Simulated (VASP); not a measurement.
Here is a VASP 6.6.1 calculation.

File INCAR:

```
  PREC = Accurate
  ENCUT = 520
  EDIFF = 1E-7
  ISMEAR = 0
  SIGMA = 0.1
  LREAL = False
  LASPH = True
  NELM = 80
  ALGO = Normal
  ISIF = 2
  LWAVE = False
  LCHARG = False
  LDIPOL = True
  IDIPOL = 3
  DIPOL = 0.5 0.5 0.298
  GGA = PE
  NBANDS = 32
```

Contents of KPOINTS:

```
regular mesh
0
Gamma
  6 6 1
```

Contents of POSCAR:

```
Al6H
1.0
    5.7143028096      0.0000000000      0.0000000000
   -2.8571514048      4.9487313980      0.0000000000
    0.0000000000      0.0000000000     22.6016424997
Al H
12 2
Direct
    0.3333333333      0.1666666667      0.1769782882
    0.3333333333      0.6666666667      0.1769782882
    0.8333333333      0.1666666667      0.1769782882
    0.8333333333      0.6666666667      0.1769782882
    0.1666666667      0.3333333333      0.2787817902
    0.1666666667      0.8333333333      0.2787817902
    0.6666666667      0.3333333333      0.2787817902
    0.6666666667      0.8333333333      0.2787817902
    0.0000000000      0.0000000000      0.3805759913
    0.0000000000      0.5000000000      0.3805759913
    0.5000000000      0.0000000000      0.3805759913
    0.5000000000      0.5000000000      0.3805759913
    0.1377714184      0.1666666667      0.4146443118
    0.5288952483      0.1666666667      0.4146443118
```

Potentials or basis: VASP PAW PBE potentials, release 64 (Al, H).

Command:

```bash
$ cat potpaw_PBE.64/Al/POTCAR potpaw_PBE.64/H/POTCAR > POTCAR
$ mpirun -np 1 vasp_std > vasp.out
```

(1) What does it give for the largest force?

(2) Predict the band gap on the k mesh.

Results:

(1) 14.116 eV/Å.

(2) zero (bands 19 and 20 overlap by 0.60 eV).
